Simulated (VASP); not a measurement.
Set up this calculation in VASP 6.6.1, as the native input.

- Task: relaxation of cell and atoms
- Functional: PBE
- Potentials or basis: VASP PAW PBE potentials, release 64 (Ge_d, Te, O)
- Cutoff: 600 eV
- k mesh: 6 × 6 × 4
- Occupations: gaussian, width 0.1 eV
- Spin: no spin polarisation
- Dipole correction: no
- Further INCAR settings: ALGO = Normal; EDIFF = 1e-07; IBRION = 2; EDIFFG = -0.04; NSW = 90; ISIF = 3

The structure of Ge2TeO3 lies in POSCAR:

```
Ge2TeO3
1.0
    4.4356959600      0.0000000000      0.0000000000
   -2.2178479800      3.8414253900      0.0000000000
    0.0000000000      0.0000000000      6.6779814500
Ge Te O
2 1 3
Direct
    0.3333333300      0.6666666700      0.5000000000
    0.6666666700      0.3333333300      0.5000000000
    0.0000000000      0.0000000000      0.5000000000
    0.3333333300      0.6666666700      0.0000000000
    0.6666666700      0.3333333300      0.0000000000
    0.0000000000      0.0000000000      0.0000000000
```

The cell was generated, and may not be a known phase.

One way to write it, as run:

INCAR

```
ALGO     = Normal         # electronic algorithm
EDIFF    = 1E-7           # SCF threshold, eV
EDIFFG   = -0.04          # ionic threshold
ENCUT    = 600            # plane-wave cutoff, eV
GGA      = PE             # functional
IBRION   = 2              # ionic algorithm
ISIF     = 3              # what is computed and relaxed
ISMEAR   = 0              # smearing method
LASPH    = True           # aspherical terms in the spheres
LCHARG   = False          # write CHGCAR
LREAL    = False          # projectors in reciprocal space
LWAVE    = False          # write WAVECAR
NELM     = 60             # most SCF steps
NSW      = 90             # ionic steps
PREC     = Accurate       # precision mode
SIGMA    = 0.1            # smearing width, eV
```

KPOINTS

```
k-points
0
Gamma
  6 6 4
```

Potentials or basis: VASP PAW PBE potentials, release 64 (Ge_d, Te, O).

Launch:

```console
$ cat potpaw_PBE.64/Ge_d/POTCAR potpaw_PBE.64/Te/POTCAR potpaw_PBE.64/O/POTCAR > POTCAR
$ mpirun -np 1 vasp_std > vasp.out
```

Results of the run:

```yaml
Relaxed_volume: 16.27 Å³/atom
Relaxed_cell: a = 5.429 Å, b = 5.429 Å, c = 3.825 Å, α = 90.00°, β = 90.00°, γ = 120.00°
Space_group_after_relaxing_to_0.1_Å: P6/mmm (No. 191)
Energy_gained_by_relaxing: 2384.6 meV/atom
Ionic_steps: 15
Pressure_after_relaxing: 0.0 GPa
Band_gap_on_the_k_mesh: zero (bands 26 and 27 overlap by 2.21 eV)
```

Caveat: a cell axis changed by over 15 % at a fixed basis, so the end point is rough; spin-orbit coupling is left out, which moves the levels of the heavy elements.

Run time: 32 min on 1 thread of Oxide Virtual Turin-like Processor, on a shared host, peak memory 0.29 GiB.
